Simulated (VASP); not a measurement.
A run of VASP 6.6.1 is set up as follows.

Contents of INCAR:

```
SYSTEM = Mg2Ti2O3
PREC = Accurate
ENCUT = 520
EDIFF = 1E-7
ISMEAR = 0
SIGMA = 0.1
LREAL = .False.
LASPH = .True.
NELM = 80
ALGO = Normal
ISIF = 2
LWAVE = .False.
LCHARG = .True.
GGA = PE
LELF = .True.
LVHAR = .True.
NBANDS = 32
```

File KPOINTS:

```
regular mesh
0
Gamma
  12 12 12
  0 0 0
```

File POSCAR:

```
Mg2Ti2O3
1.0
    1.4236490487      0.8219441615      9.7489786488
   -1.4236490487      0.8219441615      9.7489786488
    0.0000000000     -1.6438883230      9.7489786488
Mg Ti O
2 2 3
Direct
    0.6255574377      0.6255574377      0.6255574377
    0.3744425623      0.3744425623      0.3744425623
    0.8709069516      0.8709069516      0.8709069516
    0.1290930484      0.1290930484      0.1290930484
    0.2519514536      0.2519514536      0.2519514536
    0.7480485464      0.7480485464      0.7480485464
    0.0000000000      0.0000000000      0.0000000000
```

Potentials or basis: VASP PAW PBE potentials, release 64 (Mg, Ti_sv, O).

The run is started by

```bash
$ cat potpaw_PBE.64/Mg/POTCAR potpaw_PBE.64/Ti_sv/POTCAR potpaw_PBE.64/O/POTCAR > POTCAR
$ mpirun -np 1 vasp_std > vasp.out
```

**Question.** What does it give for the band gap on the k mesh?

**Answer.** Zero (bands 23 and 24 overlap by 0.62 eV).

**Question.** What does it give for the largest force?

**Answer.** 0.056 eV/Å.

**Question.** What does it give for the pressure?

**Answer.** 18.0 GPa.

Forces in eV/Å, atoms in the order of the input:
```
Mg   0.000  0.000  0.002
Mg   0.000  0.000 -0.002
Ti   0.000  0.000 -0.041
Ti   0.000  0.000  0.041
O    0.000  0.000  0.056
O    0.000  0.000 -0.056
O    0.000  0.000  0.000
```

Caveat: the cell stands under pressure.
